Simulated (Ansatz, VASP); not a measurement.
# One calculation of Ga, two programs

File POSCAR:

```
Ga
1.0
    2.2318501700     -3.7932285796      0.0000000000
    2.2318501700      3.7932285796      0.0000000000
    0.0000000000      0.0000000000      4.5346411306
Ga
4
Direct
    0.8442341977      0.1557658023      0.0855794111
    0.6557658023      0.3442341977      0.5855794111
    0.1557658023      0.8442341977      0.9144205889
    0.3442341977      0.6557658023      0.4144205889
```

Contents of INCAR.step1:

```
SYSTEM = Ga
ALGO     = Normal         ! electronic algorithm
EDIFF    = 1E-4           ! SCF threshold, eV
ENCUT    = 520            ! plane-wave cutoff, eV
GGA      = PE             ! functional
ISMEAR   = -1             ! smearing method
LASPH    = .True.         ! aspherical terms in the spheres
LCHARG   = .False.        ! write CHGCAR
LREAL    = .False.        ! projectors in reciprocal space
LWAVE    = .True.         ! write WAVECAR
NBANDS   = 34             ! bands
NELM     = 80             ! most SCF steps
PREC     = Accurate       ! precision mode
SIGMA    = 0.2            ! smearing width, eV
```

File INCAR.step2:

```
SYSTEM = Ga
ALGO     = Normal         ! electronic algorithm
EDIFF    = 1E-7           ! SCF threshold, eV
ENCUT    = 520            ! plane-wave cutoff, eV
ISIF     = 2              ! what is computed and relaxed
ISMEAR   = -1             ! smearing method
ISTART   = 1            
LASPH    = .True.         ! aspherical terms in the spheres
LCHARG   = .True.         ! write CHGCAR
LELF     = .True.         ! ELF
LMIXTAU  = .True.       
LREAL    = .False.        ! projectors in reciprocal space
LVHAR    = .True.       
LWAVE    = .False.        ! write WAVECAR
METAGGA  = R2SCAN         ! meta-GGA
NBANDS   = 34             ! bands
NELM     = 80             ! most SCF steps
PREC     = Accurate       ! precision mode
SIGMA    = 0.2            ! smearing width, eV
```

Contents of KPOINTS:

```
k-points
0
Gamma
  8 8 7
  0 0 0
```

Input for Ansatz:

```yaml
crystal:
  lattice:
    - [2.23185017, -3.7932285796, 0.0]
    - [2.23185017, 3.7932285796, 0.0]
    - [0.0, 0.0, 4.5346411306]
  atoms:
    - { symbol: Ga, position: [0.8442341977, 0.1557658023, 0.0855794111] }
    - { symbol: Ga, position: [0.6557658023, 0.3442341977, 0.5855794111] }
    - { symbol: Ga, position: [0.1557658023, 0.8442341977, 0.9144205889] }
    - { symbol: Ga, position: [0.3442341977, 0.6557658023, 0.4144205889] }
hamiltonian:
  xc: r2scan
  pseudopotentials:
    kind: paw
    azcp:
      Ga: "pseudopotentials/Ga.paw.azcp"
basis:
  ecutwfc: 500
  fft_grid_basis: typed
kpoints:
  mp_grid: { grid: [8, 8, 7], shift: [0, 0, 0] }
magnetization:
  spin_polarized: false
scf:
  occupations: { method: fermi_dirac, width: 0.2 }
  lower_state_search: "off"
output:
  stress: true
```

Alike in both runs: task single point; functional r2SCAN; k mesh 8 × 8 × 7; occupations fermi-dirac, width 0.2 eV; no spin polarisation.

|  | VASP | Ansatz |
| --- | --- | --- |
| version | VASP 6.6.1 | Ansatz 0.2.0 |
| potentials or method | VASP PAW PBE potentials, release 64 (Ga_d), cutoff 520 eV | plane waves (500 eV) with PAW, scalar-relativistic |
| valence electrons in the cell | 52 | 52 |

VASP gave:

| Item | Value |
| --- | --- |
| pressure (GPa) | 0.2 |
| traceless stress, the component that is largest in VASP (GPa) | 0.30 |

**Question.** What did Ansatz give for the same quantities?

**Answer.** Pressure (GPa): 0.1; traceless stress, the component that is largest in VASP (GPa): 0.26.

VASP's potentials were made for PBE, not for r2SCAN.
